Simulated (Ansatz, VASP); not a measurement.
# Two plane-wave programs on CuO

```xyz
2
Lattice="0.0000 2.3427 2.3427 2.3427 0.0000 2.3427 2.3427 2.3427 0.0000" Properties=species:S:1:pos:R:3 pbc="T T T"
Cu    0.0000    0.0000    0.0000
O     1.1713    1.1713    1.1713
```

Alike in both runs: task single point; functional PBEsol; k mesh 10 × 10 × 10; occupations fermi-dirac, width 0.05 eV; no spin polarisation.

|  | VASP | Ansatz |
| --- | --- | --- |
| version | VASP 6.6.1 | Ansatz 0.2.0 |
| potentials or method | VASP PAW PBE potentials, release 64 (Cu, O) | Ansatz PAW |
| plane-wave cutoff (eV) | 520 | 420 |
| valence electrons in the cell | 17 | 25 |

Ansatz gave:

| Item | Value |
| --- | --- |
| gap on the k mesh at the Fermi level (eV) | none |
| pressure (GPa) | -17.1 |

**Question.** Which values does VASP return?

**Answer.** gap on the k mesh at the Fermi level (eV): none; pressure (GPa): -16.7.

VASP's potentials were made for PBE, not for PBEsol. A gap of «none» marks a metal or a gap that the smearing closes. VASP's potentials hold 17 valence electrons a cell and Ansatz's 25, so a difference there can come from the potentials and not from the codes.
